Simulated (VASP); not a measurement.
# Al (Fm-3m) in VASP: notebook, part 2 of 2

VASP 6.6.1. The steps go on from the part before.

**3. Single point, PBEsol+D3(BJ)**

Input file INCAR:

```
SYSTEM = Al
PREC = Accurate
ENCUT = 520
EDIFF = 1E-6
ISMEAR = 0
SIGMA = 0.15
LREAL = .False.
LASPH = .True.
NELM = 60
ALGO = Fast
ISIF = 2
LWAVE = .False.
LCHARG = .False.
GGA = PS
IVDW = 12
NBANDS = 8
```

Input file KPOINTS:

```
Automatic mesh
0
Gamma
  22 22 22
  0 0 0
```

Input file POSCAR:

```
Al
1.0
    0.0000000000      2.0239800000      2.0239800000
    2.0239800000      0.0000000000      2.0239800000
    2.0239800000      2.0239800000      0.0000000000
Al
1
Direct
    0.0000000000      0.0000000000      0.0000000000
```

Potentials or basis: VASP PAW PBE potentials, release 64 (Al).

Started as:

```
$ cat potpaw_PBE.64/Al/POTCAR > POTCAR
$ mpirun -np 1 vasp_std > vasp.out
```

OUTCAR:

```text
SYSTEM = Al
   PREC = Accurate
   ENCUT = 520
   EDIFF = 1E-6
   ISMEAR = 0
   LREAL = .False.
   LASPH = .True.
   NELM = 60
   ISIF = 2
   GGA = PS
   IVDW = 12
 IVDW          = 12

 ion  position               nearest neighbor table
   1  0.000  0.000  0.000-

  LATTYP: Found a face centered cubic cell.
 ALAT       =     4.0479600000

  Lattice vectors:

 A1 = (   0.0000000000,   2.0239800000,   2.0239800000)
 A2 = (   2.0239800000,   0.0000000000,   2.0239800000)
 A3 = (   2.0239800000,   2.0239800000,   0.0000000000)

Analysis of symmetry for initial positions (statically):
=====================================================================
 Subroutine PRICEL returns:
 Original cell was already a primitive cell.

 Routine SETGRP: Setting up the symmetry group for a
 face centered cubic supercell.

 Subroutine GETGRP returns: Found 48 space group operations
 (whereof 48 operations were pure point group operations)
 out of a pool of 48 trial point group operations.

The static configuration has the point symmetry O_h .

Analysis of symmetry for dynamics (positions and initial velocities):
=====================================================================
 Subroutine PRICEL returns:
 Original cell was already a primitive cell.

 Routine SETGRP: Setting up the symmetry group for a
 face centered cubic supercell.

 Subroutine GETGRP returns: Found 48 space group operations
 (whereof 48 operations were pure point group operations)
 out of a pool of 48 trial point group operations.

The dynamic configuration has the point symmetry O_h .

 Subroutine INISYM returns: Found 48 space group operations
 (whereof 48 operations are pure point group operations),
 and found     1 'primitive' translations

----------------------------------------------------------------------------------------

                                     Primitive cell

  volume of cell :      16.5824

  direct lattice vectors                    reciprocal lattice vectors
     0.000000000  2.023980000  2.023980000    -0.247038014  0.247038014  0.247038014
     2.023980000  0.000000000  2.023980000     0.247038014 -0.247038014  0.247038014
     2.023980000  2.023980000  0.000000000     0.247038014  0.247038014 -0.247038014

  length of vectors
     2.862339966  2.862339966  2.862339966     0.427882392  0.427882392  0.427882392

  position of ions in fractional coordinates (direct lattice)
     0.000000000  0.000000000  0.000000000

  ion indices of the primitive-cell ions
   primitive index   ion index
                 1           1

----------------------------------------------------------------------------------------

 KPOINTS: Automatic mesh

Automatic generation of k-mesh.
 Grid dimensions read from file:
 generate k-points for:   22   22   22

 Generating k-lattice:

  Cartesian coordinates                     Fractional coordinates (reciprocal lattice)
    -0.011229001  0.011229001  0.011229001     0.045454545  0.000000000  0.000000000
     0.011229001 -0.011229001  0.011229001     0.000000000  0.045454545  0.000000000
     0.011229001  0.011229001 -0.011229001     0.000000000  0.000000000  0.045454545

  Length of vectors
     0.019449200  0.019449200  0.019449200

  Shift w.r.t. Gamma in fractional coordinates (k-lattice)
     0.000000000  0.000000000  0.000000000

 Subroutine IBZKPT returns following result:
 ===========================================

 Found    328 irreducible k-points:

 Following reciprocal coordinates:
            Coordinates               Weight
  0.000000  0.000000  0.000000      1.000000
  0.045455  0.000000  0.000000      8.000000
  0.090909  0.000000  0.000000      8.000000
  0.136364  0.000000  0.000000      8.000000
  0.181818  0.000000  0.000000      8.000000
  0.227273  0.000000  0.000000      8.000000
[... 16 lines left out ...]
  0.500000  0.045455  0.000000     24.000000
 -0.454545  0.045455  0.000000     24.000000
 [... further k-points ...]
   k-points           NKPTS =    328   k-points in BZ     NKDIM =    328   number of bands    NBANDS=      8
   number of dos      NEDOS =    301   number of ions     NIONS =      1
   total plane-waves  NPLWV =  13824
   dimension x,y,z NGX =    24 NGY =   24 NGZ =   24
   dimension x,y,z NGXF=    48 NGYF=   48 NGZF=   48
   ions per type =               1
   NGX,Y,Z   is equivalent  to a cutoff of  13.94, 13.94, 13.94 a.u.
   NGXF,Y,Z  is equivalent  to a cutoff of  27.88, 27.88, 27.88 a.u.
 SYSTEM =  Al
   PREC   = accura    normal or accurate (medium, high low for compatibility)
   ISTART =      0    job   : 0-new  1-cont  2-samecut
   ICHARG =      2    charge: 1-file 2-atom 10-const
   ISPIN  =      1    spin polarized calculation?
   LNONCOLLINEAR =      F non collinear calculations
   LSORBIT =      F    spin-orbit coupling
   LASPH  =      T    aspherical Exc in radial PAW
   ENCUT  =  520.0 eV  38.22 Ry    6.18 a.u.   5.32  5.32  5.32*2*pi/ulx,y,z
   NELM   =     60;   NELMIN=  2; NELMDL= -5     # of ELM steps
   EDIFF  = 0.1E-05   stopping-criterion for ELM
   LREAL  =      F    real-space projection
   EDIFFG = 0.1E-04   stopping-criterion for IOM
   NSW    =      0    number of steps for IOM
   IBRION =     -1    ionic relax: 0-MD 1-quasi-New 2-CG
   NFREE  =      0    steps in history (QN), initial steepest desc. (CG)
   ISIF   =      2    stress and relaxation
   ISYM   =      2    0-nonsym 1-usesym 2-fastsym
   POTIM  = 0.5000    time-step for ionic-motion
   TEBEG  =    0.0;   TEEND  =   0.0 temperature during run
   PSTRESS=    0.0 pullay stress
   NELECT =       3.0000    total number of electrons
   NUPDOWN=      -1.0000    fix difference up-down
   EMIN   =  10.00;   EMAX   =-10.00  energy-range for DOS
   EFERMI =   0.00;   METHOD = LEGACY
   ISMEAR =     0;   SIGMA  =   0.15  broadening in eV -4-tet -1-fermi 0-gaus
   EFERMI_NEDOS =   21; number of points for ismear=-14 and -15
   IALGO  =     68    algorithm
   IMIX   =      4    mixing-type and parameters
     AMIX     =   0.40;   BMIX     =  1.00
     AMIX_MAG =   1.60;   BMIX_MAG =  1.00
  volume/ion in A,a.u.               =      16.58       111.90
  Fermi-wavevector in a.u.,A,eV,Ry     =   0.925903  1.749704 11.664236  0.857297
  Thomas-Fermi vector in A             =   2.051808
   LORBIT       =      0    0 simple, 1 ext, 2 COOP (PROOUT), +10 PAW based schemes
   GGA     = PS    functional components
   LHFCALC =     F    Hartree Fock is set to
   AEXX    =    0.0000 exact exchange contribution
   IVDW    =    12    specifies the selected vdW correction
   LEPSILON=     F    determine dielectric tensor
   LRPA    =     F    only Hartree local field effects (RPA)
 non-spin polarized calculation
 RMM-DIIS sequential band-by-band and
 Gauss-broadening in eV      SIGMA  =   0.15
  energy-cutoff  :      520.00
  volume of cell :       16.58
 maximum number of plane-waves:       461
 NGX is ok and might be reduce to    24
   NGX = 11   NGY = 11   NGZ = 11

 number of electron       3.0000000 magnetization

 Free energy of the ion-electron system (eV)
  ---------------------------------------------------
  ext. energy  EPLUGINS =         0.00000000
  ---------------------------------------------------
  free energy    TOTEN  =        -4.09345894 eV

  energy without entropy =       -4.08948634  energy(sigma->0) =       -4.09147264

 E-fermi :   7.8706     XC(G=0): -10.2386

 val. band max:        7.8491076972   @ k =   0.5000   0.2727   0.0455
 cond. band min:       7.8956455450   @ k =  -0.4545   0.3636   0.0000
 fundamental gap:      0.0465378479
 Fermi energy:         7.8705784825

 k-point     1 :       0.0000    0.0000    0.0000
  band No.  band energies     occupation
      1      -3.1973      2.00000
      2      20.4659      0.00000
      3      20.4659      0.00000
      4      20.4659      0.00000
      5      21.9197      0.00000
      6      21.9197      0.00000
      7      21.9197      0.00000
      8      24.3459      0.00000
[... 243 lines left out ...]
 k-point    24 :      -0.4545    0.0455    0.0000
  band No.  band energies     occupation
      1       2.7036      2.00000
      2       4.2876      2.00000
      3      17.7491      0.00000
      4      18.6301      0.00000
      5      19.9217      0.00000
      6      20.0490      0.00000
      7      23.2289      0.00000
      8      23.9634      0.00000

 [... further k-points ...]

------------------------ aborting loop because EDIFF is reached ----------------------------------------

 Edisp (eV)   -0.31581

 E8    (eV) :    -0.2127

  FORCE on cell =-STRESS in cart. coord.  units (eV):
  Direction    XX          YY          ZZ          XY          YZ          ZX
  --------------------------------------------------------------------------------------
  -------------------------------------------------------------------------------------
  Total      -0.51210    -0.51210    -0.51210     0.00000     0.00000    -0.00000
  in kB     -49.47833   -49.47833   -49.47833     0.00000     0.00000    -0.00000
  external pressure =      -49.48 kB  Pullay stress =        0.00 kB

 VOLUME and BASIS-vectors are now :
 -----------------------------------------------------------------------------
  energy-cutoff  :      520.00
  volume of cell :       16.58
      direct lattice vectors                 reciprocal lattice vectors
     0.000000000  2.023980000  2.023980000    -0.247038014  0.247038014  0.247038014
     2.023980000  0.000000000  2.023980000     0.247038014 -0.247038014  0.247038014
     2.023980000  2.023980000  0.000000000     0.247038014  0.247038014 -0.247038014

 POSITION                                       TOTAL-FORCE (eV/Angst)
 -----------------------------------------------------------------------------------
      0.00000      0.00000      0.00000         0.000000      0.000000      0.000000
 -----------------------------------------------------------------------------------
    total drift:                                0.000000     -0.000000     -0.000000

  FREE ENERGIE OF THE ION-ELECTRON SYSTEM (eV)
  ---------------------------------------------------
  free  energy   TOTEN  =        -4.4092640867 eV

  energy  without entropy=       -4.4052914858  energy(sigma->0) =       -4.40727779
```

OSZICAR:

```text
N       E                     dE             d eps       ncg     rms          rms(c)
DAV:   1    -0.263836936492E+01   -0.26384E+01   -0.86591E+02  5280   0.204E+02
DAV:   2    -0.411468247343E+01   -0.14763E+01   -0.14310E+01  7504   0.190E+01
DAV:   3    -0.412177685033E+01   -0.70944E-02   -0.70922E-02  6824   0.147E+00
DAV:   4    -0.412179522446E+01   -0.18374E-04   -0.18374E-04  8144   0.642E-02
DAV:   5    -0.412179527073E+01   -0.46269E-07   -0.46727E-07  7008   0.176E-03    0.138E+00
RMM:   6    -0.410488303414E+01    0.16912E-01   -0.14415E-03  5257   0.188E-01    0.800E-01
RMM:   7    -0.409344167159E+01    0.11441E-01   -0.43075E-03  6245   0.317E-01    0.134E-01
RMM:   8    -0.409345649034E+01   -0.14819E-04   -0.22591E-04  5854   0.899E-02    0.305E-02
RMM:   9    -0.409346024483E+01   -0.37545E-05   -0.33463E-05  6059   0.364E-02    0.154E-02
RMM:  10    -0.409345894437E+01    0.13005E-05   -0.53250E-06  6108   0.138E-02    0.285E-02
RMM:  11    -0.409345894300E+01    0.13724E-08   -0.10150E-06  5333   0.586E-03
   1 F= -.44092641E+01 E0= -.44072778E+01  d E =-.397260E-02
```

stdout:

```text
POSCAR found type information on POSCAR Al
 POSCAR found :  1 types and       1 ions
 scaLAPACK will be used
 -----------------------------------------------------------------------------
|                                                                             |
|                                                                             |
|     You enforced a specific xc type in the INCAR file but a different       |
|     I HOPE YOU KNOW WHAT YOU ARE DOING!                                     |
|                                                                             |
 -----------------------------------------------------------------------------

 LDA part: xc-table for (Slater+PW92), standard interpolation
 POSCAR, INCAR and KPOINTS ok, starting setup
 FFT: planning ... GRIDC
 FFT: planning ... GRID_SOFT
 FFT: planning ... GRID
 WAVECAR not read
 entering main loop
```

It took 52 s on 1 thread of Intel Xeon 8259CL, shared host; peak memory 0.17 GiB.

Results:

- Free energy: -4.4093 eV
- Pressure: -4.9 GPa
- Band gap on the k mesh: zero (an odd number of electrons rules out a gap without spin polarisation)
- Dispersion energy per atom: -0.316 eV

Caveat: the cell stands under tension; the PAW data sets were made with another functional, which shifts forces and pressure a little.
